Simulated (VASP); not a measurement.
A run of VASP 6.6.1 is set up as follows.

Contents of INCAR:

```
  PREC = Accurate
  ENCUT = 520
  EDIFF = 1E-7
  ISMEAR = 0
  SIGMA = 0.15
  LREAL = False
  LASPH = True
  NELM = 60
  ALGO = Fast
  ISIF = 2
  LWAVE = False
  LCHARG = False
  GGA = PS
  NBANDS = 12
```

Contents of KPOINTS:

```
regular mesh
0
Gamma
  20 20 20
```

File POSCAR:

```
Ag
1.0
   -1.6556540000      1.7487845375      1.7487845375
    1.6556540000     -1.5625234625      1.5625234625
    1.6556540000      1.5625234625     -1.5625234625
Ag
1
Direct
    0.0000000000      0.0000000000      0.0000000000
```

Potentials or basis: VASP PAW PBE potentials, release 64 (Ag).

The run is started by

```bash
$ cat potpaw_PBE.64/Ag/POTCAR > POTCAR
$ mpirun -np 1 vasp_std > vasp.out
```

**Question.** Estimate the pressure.

**Answer.** -6.1 GPa.

Stress tensor (GPa, compression positive):
```
-5.59  0.00  0.00
 0.00 -6.31 -5.17
 0.00 -5.17 -6.31
```

Caveat: the cell differs from its parent crystal (strain +0.1125 x Voigt [0, 0, 0, 1, 0, 0]); the PAW data sets were made with another functional, which shifts forces and pressure a little.
